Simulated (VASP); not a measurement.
# Cl in VASP: a series of runs, part 2 of 2

VASP 6.6.1. Earlier steps stand in the parts before.

### Step 4. Single point, PBE

Contents of INCAR:

```
SYSTEM = Cl
PREC = Accurate
ENCUT = 520
EDIFF = 1E-6
ISMEAR = -1
SIGMA = 0.05
LREAL = Auto
LASPH = .True.
NELM = 80
ALGO = Normal
ISIF = 2
LWAVE = .False.
LCHARG = .False.
GGA = PE
NBANDS = 70
```

Contents of KPOINTS:

```
Automatic mesh
0
Gamma
  1 1 1
  0 0 0
```

Contents of POSCAR:

```
Cl
1.0
    8.1432530000      0.0000000000      0.0000000000
    0.0000000000      8.1432530000      0.0000000000
    0.0000000000      0.0000000000      8.1432530000
Cl
16
Direct
    0.8741592580      0.3246859701      0.5232552642
    0.8542163678      0.0725262988      0.5172994134
    1.0280166906      0.7826847576      0.6633958198
    0.8189356268      0.7128969222      0.5357932512
    0.7515669721     -0.0202867331      0.1903170637
    0.6989958436     -0.0372701180     -0.0595707882
    0.4033523212      0.8684858496      0.7387711029
    0.4113957899      0.8261072080      0.5018019212
    0.1329444142      0.8107816373      1.1306783665
    0.3755010436      0.7732290769      1.0969694789
    0.2580050012      0.2653853442     -0.1011143827
    0.2353973283      0.2297730403      0.1462560478
    0.2797285065      0.3136338758      0.5320723794
    0.5068736044      0.3866022583      0.5531081989
   -0.2387252367      0.3444569388     -0.0594234270
   -0.2383568336      0.6056179269     -0.0169956650
```

Started as:

```sh
$ cat potpaw_PBE.64/Cl/POTCAR > POTCAR
$ mpirun -np 1 vasp_gam > vasp.out
```

It took 2.2 min on 1 thread of Intel Xeon 8259CL, shared host; peak memory 0.52 GiB.

Results (log left out):

- Free energy: -29.6233 eV
- Pressure: -0.2 GPa
- Largest force: 1.605 eV/Å

Forces in eV/Å, atoms in the order of the input:
```
Cl   0.130 -0.030 -0.084
Cl  -0.546  0.423 -0.023
Cl  -0.405 -0.847 -0.316
Cl   0.997  0.396  0.472
Cl   0.130  0.216 -0.406
Cl   0.634  0.259  0.646
Cl  -0.158 -0.115  0.986
Cl  -0.003 -0.174 -1.533
Cl   0.101 -0.117 -0.060
Cl  -0.232  0.110  0.308
Cl  -0.194 -0.011  0.019
Cl   0.216  0.377  0.031
Cl  -1.550 -0.416  0.017
Cl   1.348  0.089 -0.111
Cl  -0.195  0.999  0.462
Cl  -0.270 -1.160 -0.409
```

Stress tensor (GPa, compression positive):
```
 0.64  0.01 -0.07
 0.01 -1.66 -0.33
-0.07 -0.33  0.30
```

Levels at points of the mesh, in eV from the Fermi level:
| k point | band 53 | band 54 | band 55 | band 56 | band 57 | band 58 | band 59 | band 60 |
| --- | --- | --- | --- | --- | --- | --- | --- | --- |
| (0.00, 0.00, 0.00) | -1.09 | -1.03 | -0.83 | -0.79 | 0.77 | 1.15 | 1.43 | 1.45 |

Caveat: the k points lie up to 0.77 Å⁻¹ apart; the atoms stand as in a frame of molecular dynamics.

### Step 5. Single point, PBE

Contents of INCAR:

```
SYSTEM = Cl
PREC = Accurate
ENCUT = 520
EDIFF = 1E-6
ISMEAR = -1
SIGMA = 0.05
LREAL = Auto
LASPH = .TRUE.
NELM = 100
ALGO = Normal
ISIF = 2
LWAVE = .FALSE.
LCHARG = .FALSE.
GGA = PE
NBANDS = 70
```

Contents of KPOINTS:

```
Automatic mesh
0
G
  1 1 1
  0 0 0
```

Contents of POSCAR:

```
Cl
1.0
    8.1432530000      0.0000000000      0.0000000000
    0.0000000000      8.1432530000      0.0000000000
    0.0000000000      0.0000000000      8.1432530000
Cl
16
Direct
    0.8642983338      0.4321491669      0.5105699160
    0.9002422005      0.1707057364      0.4782855205
    0.9825189025      0.7869459539      0.5197554343
    0.7085006446      0.8373189437      0.5000949866
    0.9053507241     -0.2068706449      0.1007705397
    0.9145239624     -0.2139194251     -0.1533416682
    0.4222145622      0.7460777652      0.7634909538
    0.3961930202      0.8175602551      0.5301812433
    0.1961869538      0.8680069255      1.1327045838
    0.4544129969      0.8693577370      1.1790742594
    0.1522487389      0.3088077946      0.0815276156
    0.1783071212      0.5273445391     -0.0211586205
    0.2729130484      0.3555581535      0.5830225341
    0.5163415652      0.3679856195      0.5975498981
   -0.4753137352      0.2472844697      0.0641635474
   -0.2369446215      0.3449972634      0.0259233012
```

Potentials or basis: VASP PAW PBE potentials, release 64 (Cl).

Started as:

```sh
$ cat potpaw_PBE.64/Cl/POTCAR > POTCAR
$ mpirun -np 1 vasp_gam > vasp.out
```

OUTCAR:

```text
SYSTEM = Cl
   PREC = Accurate
   ENCUT = 520
   EDIFF = 1E-6
   ISMEAR = -1
   LREAL = Auto
   LASPH = .TRUE.
   NELM = 100
   ISIF = 2
   GGA = PE

 ion  position               nearest neighbor table
   1  0.864  0.432  0.511-   2 2.17
   2  0.900  0.171  0.478-   1 2.17
   3  0.983  0.787  0.520-   4 2.27
   4  0.709  0.837  0.500-   3 2.27   8 2.56
   5  0.905  0.793  0.101-   6 2.07   9 2.46
   6  0.915  0.786  0.847-   5 2.07
   7  0.422  0.746  0.763-   8 2.00
[... 282 lines left out ...]
  Total       -4.9483221     -0.3290022      0.4669750      1.2625664     -0.5971702      0.0878030
  in kB      -14.6816464     -0.9761479      1.3855124      3.7460281     -1.7718010      0.2605110
  external PRESSURE =      -4.7574273 kB  Pullay stress =       0.0000000 kB

 VOLUME and BASIS-vectors are now :
 -----------------------------------------------------------------------------
  energy-cutoff  :      520.00
  volume of cell :      540.00
      direct lattice vectors                 reciprocal lattice vectors
     8.143253000  0.000000000  0.000000000     0.122801048  0.000000000  0.000000000
     0.000000000  8.143253000  0.000000000     0.000000000  0.122801048  0.000000000
     0.000000000  0.000000000  8.143253000     0.000000000  0.000000000  0.122801048

 POSITION                                       TOTAL-FORCE (eV/Angst)
 -----------------------------------------------------------------------------------
      7.03820      3.51910      4.15770         0.667115     -1.505356     -0.054866
      7.33090      1.39010      3.89480        -0.162767      1.318412      0.306748
      8.00090      6.40830      4.23250        -0.923328      0.673148     -0.432954
      5.76950      6.81850      4.07240         0.457745     -0.708261      0.086411
      7.37250      6.45865      0.82060        -0.781824      0.365022      0.074685
      7.44720      6.40125      6.89455         0.104288      0.155295      0.198166
[... 8 lines left out ...]
      4.27265      2.01370      0.52250         1.013186      0.960594     -0.282283
      6.21375      2.80940      0.21110        -0.973705     -0.751907      0.325517
 -----------------------------------------------------------------------------------
    total drift:                               -0.001189     -0.000416     -0.001522

  FREE ENERGIE OF THE ION-ELECTRON SYSTEM (eV)
  ---------------------------------------------------
  free  energy   TOTEN  =       -29.3004777014 eV

  energy  without entropy=      -29.3004404609  energy(sigma->0) =      -29.30045908
```

Wall time 2.2 min (1 thread of Intel Xeon 8259CL, shared host); peak memory 0.52 GiB.

What came out:

| Item | Value |
| --- | --- |
| Free energy | -29.3005 eV |
| Pressure | -0.5 GPa |
| Largest force | 1.647 eV/Å |

Forces in eV/Å, atoms in the order of the input:
```
Cl   0.667 -1.505 -0.055
Cl  -0.163  1.318  0.307
Cl  -0.923  0.673 -0.433
Cl   0.458 -0.708  0.086
Cl  -0.782  0.365  0.075
Cl   0.104  0.155  0.198
Cl  -0.087  0.228  0.635
Cl   0.164  0.146 -0.548
Cl   0.739  0.158  0.289
Cl  -0.264 -0.292 -0.330
Cl  -0.126 -0.732  0.094
Cl   0.327 -0.055 -0.035
Cl  -0.717 -0.008 -0.126
Cl   0.563  0.048 -0.200
Cl   1.013  0.961 -0.282
Cl  -0.974 -0.752  0.326
```

Caveat: the k points lie up to 0.77 Å⁻¹ apart; the atoms stand as in a frame of molecular dynamics.

### Step 6. Relaxation of the atoms, PBE

Contents of INCAR:

```
SYSTEM = Cl
ALGO = Normal ; EDIFF = 1E-6
EDIFFG = -0.3 ; ENCUT = 520
GGA = PE ; IBRION = 2
ISIF = 2 ; ISMEAR = -1
LASPH = .True. ; LCHARG = .False.
LREAL = Auto ; LWAVE = .False.
NELM = 80 ; NSW = 35
PREC = Accurate ; SIGMA = 0.05
```

Contents of KPOINTS:

```
k-points
0
Gamma
  1 1 1
  0 0 0
```

Contents of POSCAR:

```
Cl
1.0
    8.1432530000      0.0000000000      0.0000000000
    0.0000000000      8.1432530000      0.0000000000
    0.0000000000      0.0000000000      8.1432530000
Cl
16
Direct
    0.5975566000      0.2868985000      0.7002047000
    0.6370625000      0.1143283000      0.5273105000
    0.8159422000      0.5927845000      0.7004874000
    0.8005809000      0.6103033000      0.4541325000
    0.8428731000      0.0526551000      0.1653914000
    0.9200922000      0.0861591000     -0.0673064000
    0.1735816000      0.5340480000      0.5946714000
    0.1945402000      0.6184969000      0.3630193000
    0.1928819000      0.7734436000      0.9673464000
    0.3680241000      0.8506762000      0.8105219000
    0.4555213000      0.1330807000      0.1602360000
    0.3253366000      0.2294341000     -0.0268509000
    0.0746048000      0.1844185000      0.4654352000
    0.0384452000     -0.0426277000      0.5569562000
   -0.0588620000      0.3877985000      0.2420467000
    0.0966045000      0.4847588000      0.0757264000
```

Potentials or basis: VASP PAW PBE potentials, release 64 (Cl).

Started as:

```sh
$ cat potpaw_PBE.64/Cl/POTCAR > POTCAR
$ mpirun -np 1 vasp_gam > vasp.out
```

OUTCAR:

```text
SYSTEM = Cl
   EDIFF = 1E-6
   EDIFFG = -0.3
   ENCUT = 520
   GGA = PE
   IBRION = 2
   ISIF = 2
   ISMEAR = -1
   LASPH = .True.
   LREAL = Auto
   NELM = 80
   NSW = 35
   PREC = Accurate

 ion  position               nearest neighbor table
   1  0.598  0.287  0.700-   2 2.02
   2  0.637  0.114  0.527-   1 2.02
   3  0.816  0.593  0.700-   4 2.02
   4  0.801  0.610  0.454-   3 2.02
   5  0.843  0.053  0.165-   6 2.02
   6  0.920  0.086  0.933-   5 2.02
   7  0.174  0.534  0.595-   8 2.02
   8  0.195  0.618  0.363-   7 2.02
   9  0.193  0.773  0.967-  10 2.02  16 2.63
  10  0.368  0.851  0.811-   9 2.02
  11  0.456  0.133  0.160-  12 2.02
  12  0.325  0.229  0.973-  11 2.02
  13  0.075  0.184  0.465-  14 2.02
  14  0.038  0.957  0.557-  13 2.02
  15  0.941  0.388  0.242-  16 2.02
  16  0.097  0.485  0.076-  15 2.02   9 2.63
[... 350 lines left out ...]
      5     -18.0878      2.00000
      6     -18.0829      2.00000
[... 59 lines left out ...]
     66       6.0752      0.00000
     67       6.3400      0.00000

[... ionic steps 4 to 23 ...]

--------------------------------------- Ionic step       24  -------------------------------------------

 number of electron     112.0000006 magnetization

------------------------ aborting loop because EDIFF is reached ----------------------------------------
[... 95 lines left out ...]
--------------------------------------- Ionic step       26  -------------------------------------------

 number of electron     111.9999995 magnetization

 Free energy of the ion-electron system (eV)
  ---------------------------------------------------
  ext. energy  EPLUGINS =         0.00000000
  ---------------------------------------------------
  free energy    TOTEN  =       -29.00241208 eV

  energy without entropy =      -29.00241208  energy(sigma->0) =      -29.00241208

 E-fermi :  -0.2528     XC(G=0):  -6.9953

 val. band max:       -1.3603834466   @ k =   0.0000   0.0000   0.0000
 cond. band min:       0.8275206250   @ k =   0.0000   0.0000   0.0000
 fundamental gap:      2.1879040716
 Fermi energy:        -0.2528362251

 k-point     1 :       0.0000    0.0000    0.0000
  band No.  band energies     occupation
      1     -18.3452      2.00000
      2     -18.2617      2.00000
      3     -18.2244      2.00000
      4     -18.0472      2.00000
      5     -17.8155      2.00000
      6     -17.7871      2.00000
[... 102 lines left out ...]
  FREE ENERGIE OF THE ION-ELECTRON SYSTEM (eV)
  ---------------------------------------------------
  free  energy   TOTEN  =       -29.0024120822 eV

  energy  without entropy=      -29.0024120802  energy(sigma->0) =      -29.00241208

 reached required accuracy - stopping structural energy minimisation
```

CONTCAR:

```text
Cl
   1.00000000000000
     8.1432529999999996    0.0000000000000000    0.0000000000000000
     0.0000000000000000    8.1432529999999996    0.0000000000000000
     0.0000000000000000    0.0000000000000000    8.1432529999999996
  Cl
    16
Direct
     0.5965781223955681    0.2560210956824132    0.6385769099772249
     0.6237018250006838    0.0506818788631344    0.5044289078591370
     0.7877637028423460    0.6680171508210199    0.7217449847443145
     0.7032678311810429    0.6495574255185023    0.4911796160599690
     0.8861389770588801    0.9164160331938039    0.1615717244172651
     0.8607541575879617    0.0346915429875557    0.9474473411602498
[... 8 lines left out ...]
     0.8773203962224410    0.4071449248978742    0.2018248482801971
     0.9796260616363893    0.5313126774929914    0.0195656490382731

  0.00000000E+00  0.00000000E+00  0.00000000E+00
  0.00000000E+00  0.00000000E+00  0.00000000E+00
  0.00000000E+00  0.00000000E+00  0.00000000E+00
  0.00000000E+00  0.00000000E+00  0.00000000E+00
  0.00000000E+00  0.00000000E+00  0.00000000E+00
  0.00000000E+00  0.00000000E+00  0.00000000E+00
[... 8 lines left out ...]
  0.00000000E+00  0.00000000E+00  0.00000000E+00
  0.00000000E+00  0.00000000E+00  0.00000000E+00
```

Run time: 34 min. Hardware: 1 thread of Intel Xeon 8259CL, shared host; peak memory 0.58 GiB.

Results:

```
Free energy                  : -29.0024 eV
Energy gained by relaxing    : 151.2 meV/atom
Ionic steps                  : 26
Pressure after relaxing      : 0.7 GPa
Largest force after relaxing : 0.253 eV/Å
```

Forces on the atoms (eV/Å):
```
Cl   0.109 -0.113 -0.164
Cl  -0.054  0.157  0.191
Cl   0.068 -0.152  0.089
Cl   0.058  0.010  0.011
Cl   0.000  0.238 -0.012
Cl   0.055 -0.074  0.147
Cl  -0.093  0.070 -0.103
Cl  -0.182 -0.053 -0.123
Cl  -0.064 -0.099  0.055
Cl  -0.104 -0.005  0.021
Cl   0.020 -0.005 -0.069
Cl   0.021  0.034  0.022
Cl  -0.023  0.077 -0.017
Cl   0.181 -0.013  0.054
Cl  -0.119 -0.100  0.108
Cl   0.127  0.027 -0.209
```

Stress tensor (GPa, compression positive):
```
 0.95 -0.01 -0.01
-0.01  0.39  0.06
-0.01  0.06  0.66
```

The path:
```csv
step,energy change (eV),largest force (eV/Å),pressure (GPa)
1,0.0000,1.3606,2.73
2,-0.3860,1.2802,3.44
3,-0.4499,1.6424,3.97
4,-0.6854,1.4019,3.57
5,-1.1919,0.7425,2.50
6,-1.4775,1.4267,0.82
7,-1.6736,0.7189,1.09
8,-1.7406,0.8283,1.44
9,-1.8153,0.4510,1.53
10,-1.8462,0.9708,1.67
11,-1.9072,0.8562,1.47
12,-2.0223,0.5397,0.93
13,-1.9424,1.3575,0.02
14,-2.0424,0.7502,0.62
15,-2.1118,0.4676,0.81
16,-2.1307,0.5001,0.98
17,-2.1582,0.3313,1.06
18,-2.1675,0.5059,1.15
19,-2.1934,0.4151,1.04
20,-2.2383,0.5003,0.73
21,-2.2794,0.3840,0.72
22,-2.2989,0.4851,0.73
23,-2.3305,0.4392,0.78
24,-2.3709,0.5475,0.93
25,-2.4084,0.3308,0.78
26,-2.4187,0.2535,0.67
```

Final structure:
```cif
data_structure
_symmetry_space_group_name_H-M 'P 1'
_symmetry_Int_Tables_number 1
_cell_length_a 8.1433
_cell_length_b 8.1433
_cell_length_c 8.1433
_cell_angle_alpha 90.000
_cell_angle_beta 90.000
_cell_angle_gamma 90.000
_cell_volume 540.00
loop_
_atom_site_label
_atom_site_type_symbol
_atom_site_fract_x
_atom_site_fract_y
_atom_site_fract_z
_atom_site_occupancy
Cl1 Cl 0.59658 0.25602 0.63858 1
Cl2 Cl 0.62370 0.05068 0.50443 1
Cl3 Cl 0.78776 0.66802 0.72174 1
Cl4 Cl 0.70327 0.64956 0.49118 1
Cl5 Cl 0.88614 0.91642 0.16157 1
Cl6 Cl 0.86075 0.03469 0.94745 1
Cl7 Cl 0.17906 0.54329 0.55243 1
Cl8 Cl 0.31943 0.63985 0.37609 1
Cl9 Cl 0.29890 0.77961 0.96771 1
Cl10 Cl 0.43321 0.87556 0.78594 1
Cl11 Cl 0.44295 0.16697 0.20697 1
Cl12 Cl 0.31707 0.26054 0.01682 1
Cl13 Cl 0.12874 0.17372 0.53781 1
Cl14 Cl 0.04026 0.94329 0.55922 1
Cl15 Cl 0.87732 0.40714 0.20182 1
Cl16 Cl 0.97963 0.53131 0.01957 1
```

Caveat: the k points lie up to 0.77 Å⁻¹ apart; the relaxation stopped at a loose force limit of 0.3 eV/Å, so its end isn't a converged minimum.

### Step 7. Overview

| task | cell | pressure (GPa) | largest force (eV/Å) |
| --- | --- | --- | --- |
| single point | as given, atomic positions A | -0.6 | 1.39 |
| single point | as given, atomic positions B | -1.0 | 1.69 |
| single point | as given, atomic positions C | -0.2 | 1.61 |
| single point | as given, atomic positions D | -0.5 | 1.65 |
| relaxation of the atoms | atoms relaxed, atomic positions E | 0.7 | 0.25 |

Alike in all rows: level PBE; potentials or basis VASP PAW PBE potentials, release 64 (Cl); no spin polarisation; k mesh 1 × 1 × 1; cutoff (eV) 520; smearing fermi-dirac 0.05 eV.

Caveats: all runs use coarse meshes; the atoms stand as in a frame of molecular dynamics (at least some runs); the relaxation stopped at a loose force limit of 0.3 eV/Å, so its end isn't a converged minimum (at least some runs).

Absolute energies hang on the potentials; compare differences alone.
